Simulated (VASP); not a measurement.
# BN (F-43m) in VASP: a series of runs, part 2 of 2

VASP 6.6.1. The steps go on from the part before.

## (3) Single point, r2SCAN

Input file POSCAR:

```
BN
1.0
    0.0000000000      1.8044288008      1.8044288008
    1.8044288008      0.0000000000      1.8044288008
    1.8044288008      1.8044288008      0.0000000000
B N
1 1
Direct
    0.0000000000      0.0000000000      0.0000000000
    0.2500000000      0.2500000000      0.2500000000
```

Input file INCAR.step1:

```
SYSTEM = BN
PREC = Accurate
ENCUT = 660
ISMEAR = 0
SIGMA = 0.02
LREAL = .False.
LASPH = .True.
NELM = 120
NBANDS = 11
GGA = PE
ALGO = Normal
EDIFF = 1E-5
LWAVE = .True.
LCHARG = .False.
GGA_COMPAT = .False.
```

Input file INCAR.step2:

```
SYSTEM = BN
PREC = Accurate
ENCUT = 660
EDIFF = 1E-6
ISMEAR = 0
SIGMA = 0.02
LREAL = .False.
LASPH = .True.
NELM = 120
ALGO = Normal
ISIF = 2
LWAVE = .False.
LCHARG = .False.
METAGGA = R2SCAN
LMIXTAU = .True.
NBANDS = 11
ISTART = 1
GGA_COMPAT = .False.
```

Input file KPOINTS:

```
Automatic mesh
0
Gamma
  12 12 12
  0 0 0
```

Potentials or basis: VASP PAW PBE potentials, release 64 (B, N).

Started as:

```
$ cat potpaw_PBE.64/B/POTCAR potpaw_PBE.64/N/POTCAR > POTCAR
$ cp INCAR.step1 INCAR
$ mpirun -np 1 vasp_std > vasp.out
$ cp INCAR.step2 INCAR
$ mpirun -np 1 vasp_std > vasp.out
```

OUTCAR:

```text
SYSTEM = BN
   PREC = Accurate
   ENCUT = 660
   EDIFF = 1E-6
   ISMEAR = 0
   LREAL = .False.
   LASPH = .True.
   NELM = 120
   ISIF = 2
   METAGGA = R2SCAN
   ISTART = 1

 ion  position               nearest neighbor table
   1  0.000  0.000  0.000-   2 1.56   2 1.56   2 1.56   2 1.56
   2  0.250  0.250  0.250-   1 1.56   1 1.56   1 1.56   1 1.56

  LATTYP: Found a face centered cubic cell.
 ALAT       =     3.6088576016

  Lattice vectors:

 A1 = (   0.0000000000,   1.8044288008,   1.8044288008)
 A2 = (   1.8044288008,   0.0000000000,   1.8044288008)
 A3 = (   1.8044288008,   1.8044288008,   0.0000000000)

Analysis of symmetry for initial positions (statically):
=====================================================================
 Subroutine PRICEL returns:
 Original cell was already a primitive cell.

 Routine SETGRP: Setting up the symmetry group for a
 face centered cubic supercell.

 Subroutine GETGRP returns: Found 24 space group operations
 (whereof 24 operations were pure point group operations)
 out of a pool of 48 trial point group operations.

The static configuration has the point symmetry T_d .

Analysis of symmetry for dynamics (positions and initial velocities):
=====================================================================
 Subroutine PRICEL returns:
 Original cell was already a primitive cell.

 Routine SETGRP: Setting up the symmetry group for a
 face centered cubic supercell.

 Subroutine GETGRP returns: Found 24 space group operations
 (whereof 24 operations were pure point group operations)
 out of a pool of 48 trial point group operations.

The dynamic configuration has the point symmetry T_d .

 Subroutine INISYM returns: Found 24 space group operations
 (whereof 24 operations are pure point group operations),
 and found     1 'primitive' translations

----------------------------------------------------------------------------------------

                                     Primitive cell

  volume of cell :      11.7503

  direct lattice vectors                    reciprocal lattice vectors
     0.000000000  1.804428801  1.804428801    -0.277095998  0.277095998  0.277095998
     1.804428801  0.000000000  1.804428801     0.277095998 -0.277095998  0.277095998
     1.804428801  1.804428801  0.000000000     0.277095998  0.277095998 -0.277095998

  length of vectors
     2.551847682  2.551847682  2.551847682     0.479944348  0.479944348  0.479944348

  position of ions in fractional coordinates (direct lattice)
     0.000000000  0.000000000  0.000000000
     0.250000000  0.250000000  0.250000000

  ion indices of the primitive-cell ions
   primitive index   ion index
                 1           1
                 2           2

----------------------------------------------------------------------------------------

 KPOINTS: Automatic mesh

Automatic generation of k-mesh.
 Grid dimensions read from file:
 generate k-points for:   12   12   12

 Generating k-lattice:

  Cartesian coordinates                     Fractional coordinates (reciprocal lattice)
    -0.023091333  0.023091333  0.023091333     0.083333333  0.000000000  0.000000000
     0.023091333 -0.023091333  0.023091333     0.000000000  0.083333333  0.000000000
     0.023091333  0.023091333 -0.023091333     0.000000000  0.000000000  0.083333333

  Length of vectors
     0.039995362  0.039995362  0.039995362

  Shift w.r.t. Gamma in fractional coordinates (k-lattice)
     0.000000000  0.000000000  0.000000000

 Subroutine IBZKPT returns following result:
 ===========================================

 Found     72 irreducible k-points:

 Following reciprocal coordinates:
            Coordinates               Weight
  0.000000  0.000000  0.000000      1.000000
  0.083333  0.000000  0.000000      8.000000
  0.166667  0.000000  0.000000      8.000000
  0.250000  0.000000  0.000000      8.000000
  0.333333  0.000000  0.000000      8.000000
  0.416667  0.000000  0.000000      8.000000
[... 16 lines left out ...]
  0.500000  0.166667  0.000000     24.000000
 -0.416667  0.166667  0.000000     24.000000
 [... further k-points ...]
   k-points           NKPTS =     72   k-points in BZ     NKDIM =     72   number of bands    NBANDS=     11
   number of dos      NEDOS =    301   number of ions     NIONS =      2
   total plane-waves  NPLWV =  13824
   dimension x,y,z NGX =    24 NGY =   24 NGZ =   24
   dimension x,y,z NGXF=    48 NGYF=   48 NGZF=   48
   ions per type =               1   1
   NGX,Y,Z   is equivalent  to a cutoff of  15.64, 15.64, 15.64 a.u.
   NGXF,Y,Z  is equivalent  to a cutoff of  31.27, 31.27, 31.27 a.u.
 SYSTEM =  BN
   PREC   = accura    normal or accurate (medium, high low for compatibility)
   ISTART =      1    job   : 0-new  1-cont  2-samecut
   ICHARG =      0    charge: 1-file 2-atom 10-const
   ISPIN  =      1    spin polarized calculation?
   LNONCOLLINEAR =      F non collinear calculations
   LSORBIT =      F    spin-orbit coupling
   LASPH  =      T    aspherical Exc in radial PAW
   ENCUT  =  660.0 eV  48.51 Ry    6.96 a.u.   5.35  5.35  5.35*2*pi/ulx,y,z
   NELM   =    120;   NELMIN=  2; NELMDL=  0     # of ELM steps
   EDIFF  = 0.1E-05   stopping-criterion for ELM
   LREAL  =      F    real-space projection
   EDIFFG = 0.1E-04   stopping-criterion for IOM
   NSW    =      0    number of steps for IOM
   IBRION =     -1    ionic relax: 0-MD 1-quasi-New 2-CG
   NFREE  =      0    steps in history (QN), initial steepest desc. (CG)
   ISIF   =      2    stress and relaxation
   ISYM   =      2    0-nonsym 1-usesym 2-fastsym
   POTIM  = 0.5000    time-step for ionic-motion
   TEBEG  =    0.0;   TEEND  =   0.0 temperature during run
   PSTRESS=    0.0 pullay stress
   NELECT =       8.0000    total number of electrons
   NUPDOWN=      -1.0000    fix difference up-down
   EMIN   =  10.00;   EMAX   =-10.00  energy-range for DOS
   EFERMI =   0.00;   METHOD = LEGACY
   ISMEAR =     0;   SIGMA  =   0.02  broadening in eV -4-tet -1-fermi 0-gaus
   EFERMI_NEDOS =   21; number of points for ismear=-14 and -15
   IALGO  =     38    algorithm
   IMIX   =      4    mixing-type and parameters
     AMIX     =   0.40;   BMIX     =  1.00
     AMIX_MAG =   1.60;   BMIX_MAG =  1.00
  volume/ion in A,a.u.               =       5.88        39.65
  Fermi-wavevector in a.u.,A,eV,Ry     =   1.440196  2.721577 28.220740  2.074166
  Thomas-Fermi vector in A             =   2.558967
   LORBIT       =      0    0 simple, 1 ext, 2 COOP (PROOUT), +10 PAW based schemes
   METAGGA = R2SCAN    functional components
   LHFCALC =     F    Hartree Fock is set to
   AEXX    =    0.0000 exact exchange contribution
   IVDW    =     0    specifies the selected vdW correction
   LEPSILON=     F    determine dielectric tensor
   LRPA    =     F    only Hartree local field effects (RPA)
 non-spin polarized calculation
 Gauss-broadening in eV      SIGMA  =   0.02
  energy-cutoff  :      660.00
  volume of cell :       11.75
 maximum number of plane-waves:       464
 NGX is ok and might be reduce to    24
   NGX = 11   NGY = 11   NGZ = 11

 number of electron       8.0000000 magnetization

 Free energy of the ion-electron system (eV)
  ---------------------------------------------------
  ext. energy  EPLUGINS =         0.00000000
  ---------------------------------------------------
  free energy    TOTEN  =       -19.17469341 eV

  energy without entropy =      -19.17469341  energy(sigma->0) =      -19.17469341

 E-fermi :   7.5545     XC(G=0): -13.6730

 val. band max:        7.3044417534   @ k =   0.0000   0.0000   0.0000
 cond. band min:      12.2873876714   @ k =   0.5000   0.5000   0.0000
 fundamental gap:      4.9829459181
 Fermi energy:         7.5545240028

 k-point     1 :       0.0000    0.0000    0.0000
  band No.  band energies     occupation
      1     -14.0457      2.00000
      2       7.3044      2.00000
      3       7.3044      2.00000
      4       7.3044      2.00000
      5      16.8558      0.00000
      6      16.8558      0.00000
      7      16.8558      0.00000
      8      18.4560      0.00000
      9      33.5389      0.00000
     10      36.1092      0.00000
     11      36.1092      0.00000
[... 309 lines left out ...]
 k-point    24 :      -0.4167    0.1667    0.0000
  band No.  band energies     occupation
      1      -9.3474      2.00000
      2      -3.1089      2.00000
      3       2.9881      2.00000
      4       4.6261      2.00000
      5      17.3356      0.00000
      6      20.3850      0.00000
      7      20.4508      0.00000
      8      24.1904      0.00000
      9      29.7291      0.00000
     10      33.9416      0.00000
     11      35.6502      0.00000

 [... further k-points ...]
[... 5 lines left out ...]
  --------------------------------------------------------------------------------------
  -------------------------------------------------------------------------------------
  Total        0.1079544      0.1079544      0.1079544     -0.0000000      0.0000000      0.0000000
  in kB       14.7197936     14.7197936     14.7197936     -0.0000000      0.0000000      0.0000000
  external PRESSURE =      14.7197936 kB  Pullay stress =       0.0000000 kB

 VOLUME and BASIS-vectors are now :
 -----------------------------------------------------------------------------
  energy-cutoff  :      660.00
  volume of cell :       11.75
      direct lattice vectors                 reciprocal lattice vectors
     0.000000000  1.804428801  1.804428801    -0.277095998  0.277095998  0.277095998
     1.804428801  0.000000000  1.804428801     0.277095998 -0.277095998  0.277095998
     1.804428801  1.804428801  0.000000000     0.277095998  0.277095998 -0.277095998

 POSITION                                       TOTAL-FORCE (eV/Angst)
 -----------------------------------------------------------------------------------
      0.00000      0.00000      0.00000        -0.000000     -0.000000     -0.000000
      0.90221      0.90221      0.90221         0.000000      0.000000      0.000000
 -----------------------------------------------------------------------------------
    total drift:                                0.000000      0.000000      0.000000

  FREE ENERGIE OF THE ION-ELECTRON SYSTEM (eV)
  ---------------------------------------------------
  free  energy   TOTEN  =       -19.1746934095 eV

  energy  without entropy=      -19.1746934095  energy(sigma->0) =      -19.17469341
```

It took 18 s on 1 thread of Intel Xeon 6975P-C (Granite Rapids), shared host; peak memory 0.13 GiB.

What came out:

```
Free energy            : -19.1747 eV
Pressure               : 1.5 GPa
Band gap on the k mesh : 4.98 eV (least direct gap 9.55 eV)
```

Levels at points of the mesh, in eV from the valence-band top:
```csv
k point,band 1,band 2,band 3,band 4,band 5,band 6,band 7,band 8,band 9
"(0.00, 0.00, 0.00)",-21.35,0.00,0.00,0.00,9.55,9.55,9.55,11.15,26.23
"(0.50, 0.00, 0.00)",-17.03,-11.13,-2.02,-2.02,10.86,11.50,11.50,16.46,24.95
"(0.50, 0.50, 0.00)",-15.60,-9.35,-5.12,-5.12,4.98,9.85,19.34,19.34,22.28
```

Caveat: the PAW data sets were made with another functional, which shifts forces and pressure a little. A k mesh can miss the band edges.
